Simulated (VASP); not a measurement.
# InAs (Fm-3m) in VASP: a series of runs

Aim: see how the results for InAs move with the level of theory and the settings. Levels: RPBE, PBE. Tasks: single point.

All numbers are computed with VASP 6.6.1; they aren't measurements. Logs are shortened: lines on timing, memory, paths and dates and some standing lists are left out, and cuts for length are marked.

## Step 1: The cell of the first run

The structure is cubic, space group Fm-3m (No. 225). The conventional cell has a = 5.755 Å, b = 5.755 Å, c = 5.755 Å, α = 90.00°, β = 90.00°, γ = 90.00°. Within 3.8 Å of In (site symmetry m-3m) lie 6 As at 2.88 Å. Within 3.8 Å of As (site symmetry m-3m) lie 6 In at 2.88 Å.

## Step 2: Single point, RPBE

File INCAR:

```
PREC     = Accurate       # precision mode
ENCUT    = 500            # plane-wave cutoff, eV
EDIFF    = 1E-6           # SCF threshold, eV
ISMEAR   = 1              # smearing method
SIGMA    = 0.14           # smearing width, eV
LREAL    = False          # projectors in reciprocal space
LASPH    = True           # aspherical terms in the spheres
NELM     = 120            # most SCF steps
ALGO     = Normal         # electronic algorithm
ISIF     = 2              # what is computed and relaxed
LWAVE    = False          # write WAVECAR
LCHARG   = False          # write CHGCAR
GGA      = RP             # functional
NBANDS   = 16             # bands
GGA_COMPAT= False
```

File KPOINTS:

```
Automatic mesh
0
Gamma
  2 2 2
```

File POSCAR:

```
InAs
1.0
    0.0000000000      2.8773040000      2.8773040000
    2.8773040000      0.0000000000      2.8773040000
    2.8773040000      2.8773040000      0.0000000000
In As
1 1
Direct
    0.5000000000      0.5000000000      0.5000000000
    0.0000000000      0.0000000000      0.0000000000
```

Potentials or basis: VASP PAW PBE potentials, release 64 (In_d, As).

Started as:

```bash
$ cat potpaw_PBE.64/In_d/POTCAR potpaw_PBE.64/As/POTCAR > POTCAR
$ mpirun -np 1 vasp_std > vasp.out
```

OUTCAR:

```text
PREC = Accurate
   ENCUT = 500
   EDIFF = 1E-6
   ISMEAR = 1
   LREAL = False
   LASPH = True
   NELM = 120
   ISIF = 2
   GGA = RP

 ion  position               nearest neighbor table
   1  0.500  0.500  0.500-   2 2.88   2 2.88   2 2.88   2 2.88   2 2.88   2 2.88
   2  0.000  0.000  0.000-   1 2.88   1 2.88   1 2.88   1 2.88   1 2.88   1 2.88

  LATTYP: Found a face centered cubic cell.
 ALAT       =     5.7546080000

  Lattice vectors:

 A1 = (   0.0000000000,   2.8773040000,   2.8773040000)
 A2 = (   2.8773040000,   0.0000000000,   2.8773040000)
 A3 = (   2.8773040000,   2.8773040000,   0.0000000000)

Analysis of symmetry for initial positions (statically):
=====================================================================
 Subroutine PRICEL returns:
 Original cell was already a primitive cell.

 Routine SETGRP: Setting up the symmetry group for a
 face centered cubic supercell.

 Subroutine GETGRP returns: Found 48 space group operations
 (whereof 48 operations were pure point group operations)
 out of a pool of 48 trial point group operations.

The static configuration has the point symmetry O_h .

Analysis of symmetry for dynamics (positions and initial velocities):
=====================================================================
 Subroutine PRICEL returns:
 Original cell was already a primitive cell.

 Routine SETGRP: Setting up the symmetry group for a
 face centered cubic supercell.

 Subroutine GETGRP returns: Found 48 space group operations
 (whereof 48 operations were pure point group operations)
 out of a pool of 48 trial point group operations.

The dynamic configuration has the point symmetry O_h .

 Subroutine INISYM returns: Found 48 space group operations
 (whereof 48 operations are pure point group operations),
 and found     1 'primitive' translations

----------------------------------------------------------------------------------------

                                     Primitive cell

  volume of cell :      47.6417

  direct lattice vectors                    reciprocal lattice vectors
     0.000000000  2.877304000  2.877304000    -0.173773783  0.173773783  0.173773783
     2.877304000  0.000000000  2.877304000     0.173773783 -0.173773783  0.173773783
     2.877304000  2.877304000  0.000000000     0.173773783  0.173773783 -0.173773783

  length of vectors
     4.069122340  4.069122340  4.069122340     0.300985021  0.300985021  0.300985021

  position of ions in fractional coordinates (direct lattice)
     0.500000000  0.500000000  0.500000000
     0.000000000  0.000000000  0.000000000

  ion indices of the primitive-cell ions
   primitive index   ion index
                 1           1
                 2           2

----------------------------------------------------------------------------------------

 KPOINTS: Automatic mesh

Automatic generation of k-mesh.
 Grid dimensions read from file:
 generate k-points for:    2    2    2

 Generating k-lattice:

  Cartesian coordinates                     Fractional coordinates (reciprocal lattice)
    -0.086886891  0.086886891  0.086886891     0.500000000  0.000000000  0.000000000
     0.086886891 -0.086886891  0.086886891     0.000000000  0.500000000  0.000000000
     0.086886891  0.086886891 -0.086886891     0.000000000  0.000000000  0.500000000

  Length of vectors
     0.150492510  0.150492510  0.150492510

  Shift w.r.t. Gamma in fractional coordinates (k-lattice)
     0.000000000  0.000000000  0.000000000

 Subroutine IBZKPT returns following result:
 ===========================================

 Found      3 irreducible k-points:

 Following reciprocal coordinates:
            Coordinates               Weight
  0.000000  0.000000  0.000000      1.000000
  0.500000  0.000000  0.000000      4.000000
  0.500000  0.500000  0.000000      3.000000
   k-points           NKPTS =      3   k-points in BZ     NKDIM =      3   number of bands    NBANDS=     16
   number of dos      NEDOS =    301   number of ions     NIONS =      2
   total plane-waves  NPLWV =  27000
   dimension x,y,z NGX =    30 NGY =   30 NGZ =   30
   dimension x,y,z NGXF=    60 NGYF=   60 NGZF=   60
   ions per type =               1   1
   NGX,Y,Z   is equivalent  to a cutoff of  12.26, 12.26, 12.26 a.u.
   NGXF,Y,Z  is equivalent  to a cutoff of  24.51, 24.51, 24.51 a.u.
 SYSTEM =  unknown system
   PREC   = accura    normal or accurate (medium, high low for compatibility)
   ISTART =      0    job   : 0-new  1-cont  2-samecut
   ICHARG =      2    charge: 1-file 2-atom 10-const
   ISPIN  =      1    spin polarized calculation?
   LNONCOLLINEAR =      F non collinear calculations
   LSORBIT =      F    spin-orbit coupling
   LASPH  =      T    aspherical Exc in radial PAW
   ENCUT  =  500.0 eV  36.75 Ry    6.06 a.u.   7.42  7.42  7.42*2*pi/ulx,y,z
   NELM   =    120;   NELMIN=  2; NELMDL= -5     # of ELM steps
   EDIFF  = 0.1E-05   stopping-criterion for ELM
   LREAL  =      F    real-space projection
   EDIFFG = 0.1E-04   stopping-criterion for IOM
   NSW    =      0    number of steps for IOM
   IBRION =     -1    ionic relax: 0-MD 1-quasi-New 2-CG
   NFREE  =      0    steps in history (QN), initial steepest desc. (CG)
   ISIF   =      2    stress and relaxation
   ISYM   =      2    0-nonsym 1-usesym 2-fastsym
   POTIM  = 0.5000    time-step for ionic-motion
   TEBEG  =    0.0;   TEEND  =   0.0 temperature during run
   PSTRESS=    0.0 pullay stress
   NELECT =      18.0000    total number of electrons
   NUPDOWN=      -1.0000    fix difference up-down
   EMIN   =  10.00;   EMAX   =-10.00  energy-range for DOS
   EFERMI =   0.00;   METHOD = LEGACY
   ISMEAR =     1;   SIGMA  =   0.14  broadening in eV -4-tet -1-fermi 0-gaus
   EFERMI_NEDOS =   21; number of points for ismear=-14 and -15
   IALGO  =     38    algorithm
   IMIX   =      4    mixing-type and parameters
     AMIX     =   0.40;   BMIX     =  1.00
     AMIX_MAG =   1.60;   BMIX_MAG =  1.00
  volume/ion in A,a.u.               =      23.82       160.75
  Fermi-wavevector in a.u.,A,eV,Ry     =   1.183505  2.236499 19.057448  1.400683
  Thomas-Fermi vector in A             =   2.319738
   LORBIT       =      0    0 simple, 1 ext, 2 COOP (PROOUT), +10 PAW based schemes
   GGA     = RP    functional components
   LHFCALC =     F    Hartree Fock is set to
   AEXX    =    0.0000 exact exchange contribution
   IVDW    =     0    specifies the selected vdW correction
   LEPSILON=     F    determine dielectric tensor
   LRPA    =     F    only Hartree local field effects (RPA)
 non-spin polarized calculation
 Methfessel and Paxton  Order N= 1 SIGMA  =   0.14
  energy-cutoff  :      500.00
  volume of cell :       47.64
 maximum number of plane-waves:      1243
 NGX is ok and might be reduce to    30
   NGX = 15   NGY = 15   NGZ = 15

 number of electron      18.0000002 magnetization

 Free energy of the ion-electron system (eV)
  ---------------------------------------------------
  ext. energy  EPLUGINS =         0.00000000
  ---------------------------------------------------
  free energy    TOTEN  =        -5.08770864 eV

  energy without entropy =       -5.04832273  energy(sigma->0) =       -5.07458000

 E-fermi :   6.4047     XC(G=0):  -9.8713

 val. band max:        6.0193096627   @ k =   0.0000   0.0000   0.0000
 cond. band min:       6.4046968429   @ k =   0.5000   0.0000   0.0000
 fundamental gap:      0.3853871801
 Fermi energy:         6.4046753549

 k-point     1 :       0.0000    0.0000    0.0000
  band No.  band energies     occupation
      1      -8.1682      2.00000
      2      -8.1682      2.00000
      3      -8.1621      2.00000
      4      -8.1621      2.00000
      5      -8.1621      2.00000
      6      -5.8400      2.00000
[... 8 lines left out ...]
     15      13.6612      0.00000
     16      13.6612      0.00000

 k-point     2 :       0.5000    0.0000    0.0000
  band No.  band energies     occupation
      1      -8.2189      2.00000
      2      -8.2189      2.00000
      3      -8.1672      2.00000
      4      -8.1053      2.00000
      5      -8.1053      2.00000
      6      -4.1283      2.00000
[... 8 lines left out ...]
     15      17.9501      0.00000
     16      17.9501      0.00000

 k-point     3 :       0.5000    0.5000    0.0000
  band No.  band energies     occupation
      1      -8.4214      2.00000
      2      -8.1981      2.00000
      3      -8.1353      2.00000
      4      -8.0837      2.00000
      5      -8.0837      2.00000
      6      -3.2490      2.00000
[... 8 lines left out ...]
     15      19.1296      0.00000
     16      20.5241      0.00000

------------------------ aborting loop because EDIFF is reached ----------------------------------------

  FORCE on cell =-STRESS in cart. coord.  units (eV):
  Direction    XX          YY          ZZ          XY          YZ          ZX
  --------------------------------------------------------------------------------------
  -------------------------------------------------------------------------------------
  Total        4.0355085      4.0355085      4.0355085     -0.0000000      0.0000000     -0.0000000
  in kB      135.7130472    135.7130472    135.7130472     -0.0000000      0.0000000     -0.0000000
  external PRESSURE =     135.7130472 kB  Pullay stress =       0.0000000 kB

 VOLUME and BASIS-vectors are now :
 -----------------------------------------------------------------------------
  energy-cutoff  :      500.00
  volume of cell :       47.64
      direct lattice vectors                 reciprocal lattice vectors
     0.000000000  2.877304000  2.877304000    -0.173773783  0.173773783  0.173773783
     2.877304000  0.000000000  2.877304000     0.173773783 -0.173773783  0.173773783
     2.877304000  2.877304000  0.000000000     0.173773783  0.173773783 -0.173773783

 POSITION                                       TOTAL-FORCE (eV/Angst)
 -----------------------------------------------------------------------------------
      2.87730      2.87730      2.87730        -0.000000     -0.000000      0.000000
      0.00000      0.00000      0.00000         0.000000      0.000000     -0.000000
 -----------------------------------------------------------------------------------
    total drift:                                0.000000      0.000000      0.000000

  FREE ENERGIE OF THE ION-ELECTRON SYSTEM (eV)
  ---------------------------------------------------
  free  energy   TOTEN  =        -5.0877086408 eV

  energy  without entropy=       -5.0483227294  energy(sigma->0) =       -5.07458000
```

It took 4.2 s on 1 thread of Intel Xeon 6975P-C, shared host; peak memory 0.16 GiB.

Results:

- Free energy: -5.0877 eV
- Pressure: 13.6 GPa
- Band gap on the k mesh: zero (band 9 reaches 6.40 eV, above the bottom of band 10 at 3.96 eV)

Levels at points of the mesh, in eV from the Fermi level:
| k point | band 7 | band 8 | band 9 | band 10 | band 11 | band 12 | band 13 | band 14 |
| --- | --- | --- | --- | --- | --- | --- | --- | --- |
| (0.00, 0.00, 0.00) | -0.74 | -0.39 | -0.39 | -0.39 | 6.90 | 6.90 | 6.90 | 7.26 |
| (0.50, 0.00, 0.00) | -6.74 | 0.00 | 0.00 | 1.98 | 3.01 | 3.01 | 4.23 | 10.59 |
| (0.50, 0.50, 0.00) | -4.91 | -3.14 | -2.44 | -2.44 | 3.68 | 9.01 | 9.01 | 9.96 |

Caveat: the k points lie up to 0.95 Å⁻¹ apart; the PAW data sets were made with another functional, which shifts forces and pressure a little; spin-orbit coupling is left out, which moves the levels of the heavy elements.

## Step 3: Single point, PBE

File INCAR:

```
ALGO = Normal
EDIFF = 1E-6
ENCUT = 500
GGA = PE
GGA_COMPAT = False
ISIF = 2
ISMEAR = 0
LASPH = True
LCHARG = False
LREAL = False
LWAVE = False
NBANDS = 16
NELM = 120
PREC = Accurate
SIGMA = 0.1
```

File KPOINTS:

```
k-points
0
Gamma
  2 2 2
```

POSCAR is that of step 2.

Potentials or basis: VASP PAW PBE potentials, release 64 (In_d, As).

Started as:

```bash
$ cat potpaw_PBE.64/In_d/POTCAR potpaw_PBE.64/As/POTCAR > POTCAR
$ mpirun -np 1 vasp_std > vasp.out
```

Wall time 5.4 s (1 thread of Intel Xeon 6975P-C, shared host); peak memory 0.16 GiB.

It converged, with:

```
Free energy            : -5.8613 eV
Pressure               : 11.6 GPa
Band gap on the k mesh : zero (band 9 reaches 6.31 eV, above the bottom of band 10 at 3.85 eV)
```

Levels at points of the mesh, in eV from the Fermi level:
```tsv
k point	band 7	band 8	band 9	band 10	band 11	band 12	band 13	band 14
(0.00, 0.00, 0.00)	-0.86	-0.39	-0.39	-0.39	6.88	6.88	6.88	7.17
(0.50, 0.00, 0.00)	-6.79	0.00	0.00	1.88	2.96	2.96	4.15	10.46
(0.50, 0.50, 0.00)	-4.95	-3.23	-2.46	-2.46	3.60	8.94	8.94	9.86
```

Caveat: the k points lie up to 0.95 Å⁻¹ apart; spin-orbit coupling is left out, which moves the levels of the heavy elements.
